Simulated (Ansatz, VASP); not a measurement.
**Mg6F in VASP and in Ansatz**

```
Mg F
1.0
     3.20344    0.00000    0.00000
    -1.60172    7.81532    0.00000
     0.00000    0.00000   20.98511
Mg F
6 1
Direct
  0.84939 0.69878 0.19061
  0.52100 0.04200 0.21976
  0.19261 0.38523 0.24891
  0.37107 0.74148 0.32830
  0.04262 0.08345 0.35424
  0.71282 0.42511 0.38051
  0.71282 0.67511 0.43007
```

Alike in both runs: task single point; functional PBE; k mesh 9 × 4 × 1; occupations gaussian, width 0.1 eV; no spin polarisation.

|  | VASP | Ansatz |
| --- | --- | --- |
| version | VASP 6.6.1 | Ansatz 0.2.0 |
| potentials or method | VASP PAW PBE potentials, release 64 (Mg, F), cutoff 520 eV | scalar-relativistic, plane waves, PAW |
| valence electrons in the cell | 19 | 67 |

```tsv
	VASP	Ansatz	Ansatz less VASP
gap on the k mesh at the Fermi level (eV)	none	none	-
rms of the force components (eV/Å)	0.585	0.585	-0.0005
```

Atom by atom the forces differ by 0.003 eV/Å (rms over components). A gap of «none» marks a metal or a gap that the smearing closes. VASP's potentials hold 19 valence electrons a cell and Ansatz's 67, so a difference there can come from the potentials and not from the codes.
